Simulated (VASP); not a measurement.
# Ca3Lu (Pm-3m) in VASP: a series of runs, part 2 of 2

VASP 6.6.1.

## Step 3: Relaxation of cell and atoms, PBE+D3(BJ)

INCAR reads:

```
ALGO     = Normal         # electronic algorithm
EDIFF    = 1E-6           # SCF threshold, eV
EDIFFG   = -0.01          # ionic threshold
ENCUT    = 600            # plane-wave cutoff, eV
GGA      = PE             # functional
IBRION   = 2              # ionic algorithm
ISIF     = 3              # what is computed and relaxed
ISMEAR   = -1             # smearing method
IVDW     = 12             # dispersion correction
LASPH    = True           # aspherical terms in the spheres
LCHARG   = False          # write CHGCAR
LREAL    = False          # projectors in reciprocal space
LWAVE    = False          # write WAVECAR
NELM     = 100            # most SCF steps
NSW      = 60             # ionic steps
PREC     = Accurate       # precision mode
SIGMA    = 0.05           # smearing width, eV
```

KPOINTS reads:

```
k-points
0
Gamma
  5 5 5
```

POSCAR reads:

```
Ca3Lu
1.0
    5.3617750000      0.0000000000      0.0000000000
    0.0000000000      5.3617750000      0.0000000000
    0.0000000000      0.0000000000      5.3617750000
Lu Ca
1 3
Direct
    0.5000000000      0.5000000000      0.5000000000
    0.0000000000      0.0000000000      0.5000000000
    0.0000000000      0.5000000000      0.0000000000
    0.5000000000      0.0000000000      0.0000000000
```

Potentials or basis: VASP PAW PBE potentials, release 64 (Lu, Ca_sv).

The run is started by

```console
> cat potpaw_PBE.64/Lu/POTCAR potpaw_PBE.64/Ca_sv/POTCAR > POTCAR
> mpirun -np 1 vasp_std > vasp.out
```

Run time: 97 s. Hardware: 1 thread of Intel Xeon 6975P-C (Granite Rapids), shared host; peak memory 0.38 GiB.

Results (log left out):

```
Free energy                           : -10.7583 eV
Relaxed volume                        : 36.80 Å³/atom
Relaxed cell                          : a = 5.280 Å, b = 5.280 Å, c = 5.280 Å, α = 90.00°, β = 90.00°, γ = 90.00°
Space group after relaxing (to 0.1 Å) : Pm-3m (No. 221)
Energy gained by relaxing             : 5.6 meV/atom
Ionic steps                           : 3
Pressure after relaxing               : 0.0 GPa
Band gap on the k mesh                : zero (an odd number of electrons rules out a gap without spin polarisation)
Dispersion energy per atom            : -0.266 eV
```

The path:
| step | energy change (eV) | largest force (eV/Å) | pressure (GPa) | volume (Å³) |
| --- | --- | --- | --- | --- |
| 1 | 0.0000 | 0.0000 | -1.00 | 154.14 |
| 2 | -0.0213 | 0.0000 | -0.26 | 148.83 |
| 3 | -0.0226 | 0.0000 | 0.00 | 147.20 |

Final structure:
```xyz
4
Lattice="5.2801 0.0000 0.0000 0.0000 5.2801 0.0000 0.0000 0.0000 5.2801" Properties=species:S:1:pos:R:3 pbc="T T T"
Lu    2.6400    2.6400    2.6400
Ca    0.0000    0.0000    2.6400
Ca    0.0000    2.6400    0.0000
Ca    2.6400    0.0000    0.0000
```

Levels at points of the mesh, in eV from the Fermi level:
| k point | band 23 | band 24 | band 25 | band 26 | band 27 | band 28 | band 29 | band 30 | band 31 | band 32 |
| --- | --- | --- | --- | --- | --- | --- | --- | --- | --- | --- |
| (0.00, 0.00, 0.00) | -5.96 | -4.67 | -0.93 | -0.93 | -0.82 | 0.15 | 0.15 | 0.15 | 1.19 | 1.19 |

Caveat: spin-orbit coupling is left out, which moves the levels of the heavy elements.

## Step 4: Relaxation of cell and atoms, PBE+D4

INCAR reads:

```
SYSTEM = Ca3Lu
PREC = Accurate ; ENCUT = 600
EDIFF = 1E-6 ; ISMEAR = -1
SIGMA = 0.05 ; LREAL = .False.
LASPH = .True. ; NELM = 60
ALGO = Normal ; ISIF = 3
LWAVE = .False. ; LCHARG = .False.
GGA = PE ; IVDW = 13
IBRION = 2 ; NSW = 60
EDIFFG = -0.01
```

KPOINTS reads:

```
Automatic mesh
0
Gamma
  5 5 5
  0 0 0
```

POSCAR is that of step 3.

The run is started by

```console
> cat potpaw_PBE.64/Lu/POTCAR potpaw_PBE.64/Ca_sv/POTCAR > POTCAR
> mpirun -np 1 vasp_std > vasp.out
```

Wall time 1.8 min (1 thread of Intel Xeon 6975P-C (Granite Rapids), shared host); peak memory 0.37 GiB.

The run converged. Its results:

```
Free energy                           : -10.1105 eV
Relaxed volume                        : 37.95 Å³/atom
Relaxed cell                          : a = 5.334 Å, b = 5.334 Å, c = 5.334 Å, α = 90.00°, β = 90.00°, γ = 90.00°
Space group after relaxing (to 0.1 Å) : Pm-3m (No. 221)
Energy gained by relaxing             : 0.7 meV/atom
Ionic steps                           : 3
Pressure after relaxing               : 0.0 GPa
Band gap on the k mesh                : zero (an odd number of electrons rules out a gap without spin polarisation)
Dispersion energy per atom            : -0.098 eV
```

The path:
| step | energy change (eV) | largest force (eV/Å) | pressure (GPa) | volume (Å³) |
| --- | --- | --- | --- | --- |
| 1 | 0.0000 | 0.0000 | -0.35 | 154.14 |
| 2 | -0.0026 | 0.0000 | -0.08 | 152.28 |
| 3 | -0.0027 | 0.0000 | -0.02 | 151.80 |

Final structure:
```xyz
4
Lattice="5.3345 0.0000 0.0000 0.0000 5.3345 0.0000 0.0000 0.0000 5.3345" Properties=species:S:1:pos:R:3 pbc="T T T"
Lu    2.6672    2.6672    2.6672
Ca    0.0000    0.0000    2.6672
Ca    0.0000    2.6672    0.0000
Ca    2.6672    0.0000    0.0000
```

Levels at points of the mesh, in eV from the Fermi level:
```csv
k point,band 25,band 26,band 27,band 28,band 29,band 30
"(0.00, 0.00, 0.00)",-0.88,-0.88,-0.79,0.18,0.18,0.18
```

Caveat: spin-orbit coupling is left out, which moves the levels of the heavy elements.

## Step 5: Single point, PBE

This run uses another cell than the first one, of 21.23 Å³/atom.

INCAR reads:

```
SYSTEM = Ca3Lu
  PREC = Accurate
  ENCUT = 520
  EDIFF = 1E-7
  ISMEAR = -1
  SIGMA = 0.05
  LREAL = .False.
  LASPH = .True.
  NELM = 80
  ALGO = Normal
  ISIF = 2
  LWAVE = .False.
  LCHARG = .False.
  GGA = PE
  NBANDS = 36
```

KPOINTS is that of step 4.

POSCAR reads:

```
Ca3Lu
1.0
    4.3951293744      0.0000000000      0.0000000000
    0.0000000000      4.3951293744      0.0000000000
    0.0000000000      0.0000000000      4.3951293744
Lu Ca
1 3
Direct
    0.5000000000      0.5000000000      0.5000000000
    0.0000000000      0.0000000000      0.5000000000
    0.0000000000      0.5000000000      0.0000000000
    0.5000000000      0.0000000000      0.0000000000
```

Potentials or basis: VASP PAW PBE potentials, release 64 (Lu, Ca_sv).

The run is started by

```console
> cat potpaw_PBE.64/Lu/POTCAR potpaw_PBE.64/Ca_sv/POTCAR > POTCAR
> mpirun -np 1 vasp_std > vasp.out
```

OUTCAR:

```text
SYSTEM = Ca3Lu
   PREC = Accurate
   ENCUT = 520
   EDIFF = 1E-7
   ISMEAR = -1
   LREAL = .False.
   LASPH = .True.
   NELM = 80
   ISIF = 2
   GGA = PE

 ion  position               nearest neighbor table
   1  0.500  0.500  0.500-   2 3.11   3 3.11   4 3.11   3 3.11   4 3.11   2 3.11   4 3.11   4 3.11
                             2 3.11   3 3.11   3 3.11   2 3.11
   2  0.000  0.000  0.500-   1 3.11   3 3.11   4 3.11   3 3.11   4 3.11   1 3.11   3 3.11   3 3.11
                             1 3.11   4 3.11   4 3.11   1 3.11
[... 577 lines left out ...]
  Direction    XX          YY          ZZ          XY          YZ          ZX
  --------------------------------------------------------------------------------------
  -------------------------------------------------------------------------------------
  Total       15.9900116     15.9900116     15.9900116     -0.0000000      0.0000000      0.0000000
  in kB      301.7479803    301.7479803    301.7479803     -0.0000000      0.0000000      0.0000000
  external PRESSURE =     301.7479803 kB  Pullay stress =       0.0000000 kB

 VOLUME and BASIS-vectors are now :
 -----------------------------------------------------------------------------
  energy-cutoff  :      520.00
  volume of cell :       84.90
      direct lattice vectors                 reciprocal lattice vectors
     4.395129374  0.000000000  0.000000000     0.227524588  0.000000000  0.000000000
     0.000000000  4.395129374  0.000000000     0.000000000  0.227524588  0.000000000
     0.000000000  0.000000000  4.395129374     0.000000000  0.000000000  0.227524588

 POSITION                                       TOTAL-FORCE (eV/Angst)
 -----------------------------------------------------------------------------------
      2.19756      2.19756      2.19756         0.000000      0.000000      0.000000
      0.00000      0.00000      2.19756         0.000000      0.000000      0.000000
      0.00000      2.19756      0.00000         0.000000      0.000000      0.000000
      2.19756      0.00000      0.00000         0.000000      0.000000      0.000000
 -----------------------------------------------------------------------------------
    total drift:                                0.000000      0.000000      0.000000

  FREE ENERGIE OF THE ION-ELECTRON SYSTEM (eV)
  ---------------------------------------------------
  free  energy   TOTEN  =        -5.3071845523 eV

  energy  without entropy=       -5.2696393052  energy(sigma->0) =       -5.28841193
```

OSZICAR:

```text
N       E                     dE             d eps       ncg     rms          rms(c)
DAV:   1     0.468093614546E+03    0.46809E+03   -0.24968E+04  1040   0.387E+03
DAV:   2     0.424784388265E+02   -0.42562E+03   -0.41507E+03   872   0.665E+02
DAV:   3    -0.375749185667E+00   -0.42854E+02   -0.41291E+02  1080   0.130E+02
DAV:   4    -0.548494505094E+01   -0.51092E+01   -0.50553E+01  1156   0.305E+01
DAV:   5    -0.577623076647E+01   -0.29129E+00   -0.29088E+00  1088   0.729E+00    0.482E+00
DAV:   6    -0.531772152473E+01    0.45851E+00   -0.22159E+00   988   0.168E+01    0.190E+00
DAV:   7    -0.530604933569E+01    0.11672E-01   -0.40663E-01  1068   0.328E+00    0.880E-01
DAV:   8    -0.530528906543E+01    0.76027E-03   -0.34057E-02  1264   0.930E-01    0.409E-01
DAV:   9    -0.530677323561E+01   -0.14842E-02   -0.66414E-03  1120   0.313E-01    0.162E-01
DAV:  10    -0.530717825406E+01   -0.40502E-03   -0.13507E-03  1096   0.213E-01    0.190E-02
DAV:  11    -0.530718449152E+01   -0.62375E-05   -0.11444E-04  1020   0.624E-02    0.113E-02
DAV:  12    -0.530718455787E+01   -0.66349E-07   -0.50028E-06  1128   0.141E-02    0.589E-03
DAV:  13    -0.530718455226E+01    0.56134E-08   -0.83521E-07   952   0.653E-03
   1 F= -.53071846E+01 E0= -.52884119E+01  d E =-.375452E-01
```

stdout:

```text
POSCAR found type information on POSCAR LuCa
 POSCAR found :  2 types and       4 ions
 scaLAPACK will be used
 LDA part: xc-table for (Slater+PW92), standard interpolation
 POSCAR, INCAR and KPOINTS ok, starting setup
 FFT: planning ... GRIDC
 FFT: planning ... GRID_SOFT
 FFT: planning ... GRID
 WAVECAR not read
 entering main loop
```

Wall time 16 s (1 thread of Intel Xeon 6975P-C (Granite Rapids), shared host); peak memory 0.21 GiB.

Results:

```yaml
Free_energy: -5.3072 eV
Pressure: 30.2 GPa
Band_gap_on_the_k_mesh: zero (an odd number of electrons rules out a gap without spin polarisation)
```

Caveat: the cell stands under pressure; spin-orbit coupling is left out, which moves the levels of the heavy elements.

## Step 6: Overview

```tsv
task	level	cell	cutoff (eV)	gap on the mesh (eV)	pressure (GPa)	relaxed volume (Å³/atom)
relaxation of cell and atoms	PBE	relaxed from a = 5.362 Å, 4 atoms	600	none	0.0	-
relaxation of cell and atoms	PBE+D3(BJ)	relaxed from a = 5.362 Å, 4 atoms	600	none	0.0	36.80
relaxation of cell and atoms	PBE+D4	relaxed from a = 5.362 Å, 4 atoms	600	none	0.0	37.95
single point	PBE	a = 4.395 Å, 4 atoms	520	none	30.2	-
```

Alike in all rows: potentials or basis VASP PAW PBE potentials, release 64 (Lu, Ca_sv); no spin polarisation; k mesh 5 × 5 × 5; smearing fermi-dirac 0.05 eV.

Caveats: spin-orbit coupling is left out, which moves the levels of the heavy elements; the relaxation stopped at its first step, so nothing moved (at least some runs); the cell stands under pressure (at least some runs).

Absolute energies hang on the potentials; compare differences alone.
